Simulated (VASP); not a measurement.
Ge:

```
Ge
1.0
     1.56691   -4.39275    0.00000
     1.56691    4.39275    0.00000
     0.00000    0.00000    3.42558
Ge
2
Direct
  0.86700 0.13300 0.25000
  0.13300 0.86700 0.75000
```

| Quantity | Value |
| --- | --- |
| Program | VASP 6.6.1 |
| Task | relaxation of cell and atoms |
| Functional | PBE |
| Potentials or basis | VASP PAW PBE potentials, release 64 (Ge_d) |
| Cutoff | 600 eV |
| k mesh | 6 × 6 × 6 |
| Occupations | gaussian, width 0.1 eV |
| Spin | no spin polarisation |

At the start: pressure -6.6 GPa; volume 23.58 Å³/atom.

Where does the relaxation end?

Over 11 steps the energy falls by 118.4 meV/atom and the volume is 20.13 Å³/atom (-14.6 %); space group Cmcm (No. 63, to 0.1 Å) before and after.

Step by step:
```tsv
step	energy change (eV)	largest force (eV/Å)	pressure (GPa)	volume (Å³)
1	0.0000	0.3015	-6.60	47.16
2	-0.1900	0.1318	-0.51	40.82
3	-0.1962	0.0942	0.52	39.85
4	-0.1962	0.0773	1.33	39.40
5	-0.2211	0.0466	2.67	38.71
6	-0.2254	0.0495	2.28	38.89
7	-0.2355	0.0810	-0.12	40.43
8	-0.2357	0.0796	0.00	40.31
9	-0.2364	0.0527	-0.21	40.37
10	-0.2365	0.0318	-0.27	40.42
11	-0.2369	0.0014	-0.03	40.26
```

Final structure:
```
Ge
1.0
     1.41118   -4.28402    0.00000
     1.41118    4.28402    0.00000
     0.00000    0.00000    3.33006
Ge
2
Direct
  0.86251 0.13749 0.25000
  0.13749 0.86251 0.75000
```
